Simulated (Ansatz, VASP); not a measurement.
# Two plane-wave programs on MnO

INCAR

```
ALGO = Normal
EDIFF = 1E-6
ENCUT = 520
GGA = PE
ISIF = 2
ISMEAR = 0
ISPIN = 2
LASPH = True
LCHARG = False
LDAU = True
LDAUJ = 0 0
LDAUL = 2 -1
LDAUPRINT = 1
LDAUTYPE = 2
LDAUU = 5 0
LMAXMIX = 4
LORBIT = 11
LREAL = False
LWAVE = False
MAGMOM = 5 -5 0 0
NBANDS = 31
NELM = 150
PREC = Accurate
SIGMA = 0.05
```

The input KPOINTS:

```
k-points
0
Gamma
  12 12 6
```

Contents of POSCAR:

```
MnO
1.0
    0.0000000000      2.2695972285      2.2695972285
    2.2695972285      0.0000000000      2.2695972285
    4.4801717668      4.4801717668      0.0590226902
Mn O
2 2
Direct
    0.0000000000      0.0000000000      0.0000000000
    0.0000000000      0.0000000000      0.5000000000
    0.5000000006      0.5000000006      0.2499999991
    0.4999999994      0.4999999994      0.7500000009
```

Input for Ansatz:

```yaml
crystal:
  lattice:
    - [0.0, 2.2695972285, 2.2695972285]
    - [2.2695972285, 0.0, 2.2695972285]
    - [4.4801717668, 4.4801717668, 0.0590226902]
  atoms:
    - { symbol: Mn, position: [0.0, 0.0, 0.0], spin: 5.0 }
    - { symbol: O, position: [0.5000000006, 0.5000000006, 0.2499999991] }
    - { symbol: Mn, position: [0.0, 0.0, 0.5], spin: -5.0 }
    - { symbol: O, position: [0.4999999994, 0.4999999994, 0.7500000009] }
basis:
  ecutwfc: 420
  ecutrho_ratio: 4
  xc_grid: 2
kpoints:
  mp_grid: { grid: [12, 12, 6] }
hamiltonian:
  xc: pbe
  hubbard: { sites: [{ species: Mn, l: d, u_eff: 5.0 }], double_counting: fll }
scf:
  occupations: { method: gaussian, width: 0.05 }
output:
  forces: true
  stress: true
magnetization:
  spin_polarized: true
accuracy: high
```

Alike in both runs: task single point; functional PBE; k mesh 12 × 12 × 6; occupations gaussian, width 0.05 eV; collinear spin; Hubbard terms Mn d U = 5.0 eV.

```csv
,VASP,Ansatz
version,VASP 6.6.1,Ansatz 0.2.0
potentials or method,"VASP PAW PBE potentials, release 64 (Mn_pv, O), cutoff 520 eV","scalar-relativistic, plane waves, PAW"
valence electrons in the cell,38,42
```

```csv
,VASP,Ansatz,Ansatz less VASP
pressure (GPa),-0.5,1.5,+2.01
net moment per atom (μB),0.00,0.00,0.000
size of the moment on the site where the two differ most (μB),4.62,4.30,-0.322
```

Site moments also hang on the region over which each program counts them. The programs project onto different local orbitals, so the same U acts differently, and such runs can settle in different states. VASP's potentials hold 38 valence electrons a cell and Ansatz's 42, so a difference there can come from the potentials and not from the codes. Ansatz's warnings: anti translation declined.
